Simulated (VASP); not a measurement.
# MnS (Fm-3m) in VASP: a series of runs, part 2 of 2

VASP 6.6.1. Earlier steps stand in the parts before.

## 3. Single point, PBE, collinear spin, ferromagnetic start

This run uses another cell than the first one, of 17.49 Å³/atom, 0.990 times its volume.

File INCAR:

```
SYSTEM = MnS
ALGO     = Normal         ! electronic algorithm
EDIFF    = 1E-7           ! SCF threshold, eV
ENCUT    = 520            ! plane-wave cutoff, eV
GGA      = PE             ! functional
ISIF     = 2              ! what is computed and relaxed
ISMEAR   = 0              ! smearing method
ISPIN    = 2              ! spin polarisation
LASPH    = .TRUE.         ! aspherical terms in the spheres
LCHARG   = .FALSE.        ! write CHGCAR
LMAXMIX  = 4              ! l up to which the mixer works
LORBIT   = 11             ! projections on sites
LREAL    = .FALSE.        ! projectors in reciprocal space
LWAVE    = .FALSE.        ! write WAVECAR
MAGMOM   = 4 0            ! initial moments
NBANDS   = 20             ! bands
NELM     = 150            ! most SCF steps
PREC     = Accurate       ! precision mode
SIGMA    = 0.1            ! smearing width, eV
```

File KPOINTS:

```
k-points
0
G
  5 5 5
  0 0 0
```

File POSCAR:

```
MnS
1.0
    0.0000000000      2.5956430918      2.5956430918
    2.5956430918      0.0000000000      2.5956430918
    2.5956430918      2.5956430918      0.0000000000
Mn S
1 1
Direct
    0.0000000000      0.0000000000      0.0000000000
    0.5000000000      0.5000000000      0.5000000000
```

Potentials or basis: VASP PAW PBE potentials, release 64 (Mn_pv, S).

Launch:

```console
$ cat potpaw_PBE.64/Mn_pv/POTCAR potpaw_PBE.64/S/POTCAR > POTCAR
$ mpirun -np 1 vasp_std > vasp.out
```

OUTCAR:

```text
SYSTEM = MnS
   EDIFF = 1E-7
   ENCUT = 520
   GGA = PE
   ISIF = 2
   ISMEAR = 0
   ISPIN = 2
   LASPH = .TRUE.
   LORBIT = 11
   LREAL = .FALSE.
   NELM = 150
   PREC = Accurate

 ion  position               nearest neighbor table
   1  0.000  0.000  0.000-   2 2.60   2 2.60   2 2.60   2 2.60   2 2.60   2 2.60
   2  0.500  0.500  0.500-   1 2.60   1 2.60   1 2.60   1 2.60   1 2.60   1 2.60

  LATTYP: Found a face centered cubic cell.
 ALAT       =     5.1912861836

  Lattice vectors:

 A1 = (   0.0000000000,   2.5956430918,   2.5956430918)
 A2 = (   2.5956430918,   0.0000000000,   2.5956430918)
 A3 = (   2.5956430918,   2.5956430918,   0.0000000000)

Analysis of symmetry for initial positions (statically):
=====================================================================
 Subroutine PRICEL returns:
 Original cell was already a primitive cell.

 Routine SETGRP: Setting up the symmetry group for a
 face centered cubic supercell.

 Subroutine GETGRP returns: Found 48 space group operations
[... 412 lines left out ...]
      5       5.0217      1.00000
      6       5.0217      1.00000
[... 219 lines left out ...]
     19      23.1564      0.00000
     20      23.6729      0.00000

------------------------ aborting loop because EDIFF is reached ----------------------------------------

  FORCE on cell =-STRESS in cart. coord.  units (eV):
  Direction    XX          YY          ZZ          XY          YZ          ZX
  --------------------------------------------------------------------------------------
  -------------------------------------------------------------------------------------
  Total       -0.8352731     -0.8352731     -0.8352731      0.0000000      0.0000000     -0.0000000
  in kB      -38.2625708    -38.2625708    -38.2625708      0.0000000      0.0000000     -0.0000000
  external PRESSURE =     -38.2625708 kB  Pullay stress =       0.0000000 kB

 VOLUME and BASIS-vectors are now :
 -----------------------------------------------------------------------------
  energy-cutoff  :      520.00
  volume of cell :       34.98
      direct lattice vectors                 reciprocal lattice vectors
     0.000000000  2.595643092  2.595643092    -0.192630490  0.192630490  0.192630490
     2.595643092  0.000000000  2.595643092     0.192630490 -0.192630490  0.192630490
     2.595643092  2.595643092  0.000000000     0.192630490  0.192630490 -0.192630490

 POSITION                                       TOTAL-FORCE (eV/Angst)
 -----------------------------------------------------------------------------------
      0.00000      0.00000      0.00000         0.000000      0.000000     -0.000000
      2.59564      2.59564      2.59564        -0.000000     -0.000000      0.000000
 -----------------------------------------------------------------------------------
    total drift:                               -0.000000      0.000000      0.000000

  FREE ENERGIE OF THE ION-ELECTRON SYSTEM (eV)
  ---------------------------------------------------
  free  energy   TOTEN  =       -14.0781320600 eV

  energy  without entropy=      -14.0739861493  energy(sigma->0) =      -14.07605910

 total charge

# of ion       s       p       d       tot
------------------------------------------
    1        0.215   6.164   4.943  11.322
    2        1.328   2.392   0.000   3.720
--------------------------------------------------
tot          1.544   8.556   4.943  15.042

 magnetization (x)

# of ion       s       p       d       tot
------------------------------------------
    1        0.049   0.038   4.084   4.171
    2        0.025   0.051   0.000   0.076
--------------------------------------------------
tot          0.075   0.089   4.084   4.247
```

OSZICAR:

```text
N       E                     dE             d eps       ncg     rms          rms(c)
DAV:   1     0.157989105349E+03    0.15799E+03   -0.10325E+04   800   0.999E+02
DAV:   2    -0.698535369574E+01   -0.16497E+03   -0.15517E+03   828   0.287E+02
DAV:   3    -0.151089058266E+02   -0.81236E+01   -0.80213E+01   908   0.691E+01
DAV:   4    -0.152113580166E+02   -0.10245E+00   -0.10236E+00   916   0.802E+00
DAV:   5    -0.152128305913E+02   -0.14726E-02   -0.14725E-02   884   0.101E+00    0.115E+01
DAV:   6    -0.141900655952E+02    0.10228E+01   -0.56515E+00   884   0.280E+01    0.109E+01
DAV:   7    -0.140771317470E+02    0.11293E+00   -0.81998E-01   872   0.125E+01    0.599E+00
DAV:   8    -0.140818352790E+02   -0.47035E-02   -0.33374E-02   848   0.156E+00    0.334E+00
DAV:   9    -0.140754468170E+02    0.63885E-02   -0.20657E-02   872   0.127E+00    0.619E-01
DAV:  10    -0.140778489200E+02   -0.24021E-02   -0.40434E-03   844   0.557E-01    0.236E-01
DAV:  11    -0.140780947026E+02   -0.24578E-03   -0.60897E-04   900   0.174E-01    0.108E-01
DAV:  12    -0.140780938829E+02    0.81970E-06   -0.96749E-05   872   0.598E-02    0.839E-02
DAV:  13    -0.140781272491E+02   -0.33366E-04   -0.17372E-05   852   0.415E-02    0.448E-02
DAV:  14    -0.140781319829E+02   -0.47339E-05   -0.40614E-06   852   0.155E-02    0.952E-03
DAV:  15    -0.140781321024E+02   -0.11945E-06   -0.72132E-07   888   0.590E-03    0.223E-03
DAV:  16    -0.140781320600E+02    0.42412E-07   -0.69410E-08   648   0.174E-03
   1 F= -.14078132E+02 E0= -.14076059E+02  d E =-.414591E-02  mag=     4.5629
```

stdout:

```text
POSCAR found type information on POSCAR MnS
 POSCAR found :  2 types and       2 ions
 scaLAPACK will be used
 LDA part: xc-table for (Slater+PW92), standard interpolation
 POSCAR, INCAR and KPOINTS ok, starting setup
 FFT: planning ... GRIDC
 FFT: planning ... GRID_SOFT
 FFT: planning ... GRID
 WAVECAR not read
 entering main loop
```

Run time: 32 s. Hardware: 1 thread of AMD EPYC 7R43 (Zen 3), shared host; peak memory 0.13 GiB.

What came out:

* Free energy: -14.0781 eV
* Pressure: -3.8 GPa
* Net moment: 4.56 μB per cell
* Site moments: Mn +4.17; S +0.08 μB
* Valence electrons inside the program's atomic spheres: Mn 11.32; S 3.72

Levels at points of the mesh, in eV from the Fermi level:
Spin up:
| k point | band 10 | band 11 | band 12 | band 13 | band 14 | band 15 |
| --- | --- | --- | --- | --- | --- | --- |
| (0.00, 0.00, 0.00) | -2.02 | -2.02 | -2.02 | 1.67 | 8.51 | 8.51 |
Spin down:
| k point | band 5 | band 6 | band 7 | band 8 | band 9 | band 10 |
| --- | --- | --- | --- | --- | --- | --- |
| (0.00, 0.00, 0.00) | -1.85 | -1.85 | -1.85 | 0.14 | 0.14 | 0.14 |

Caveat: the k points lie up to 0.42 Å⁻¹ apart; a cell with one magnetic atom can't hold antiferromagnetic order, which such compounds often take; semilocal functionals often make such compounds metallic where correlation or magnetic order opens a gap, which also shifts bond lengths. With open d or f shells a metallic result of PBE can be an artefact of self-interaction; +U or a hybrid may open a gap.
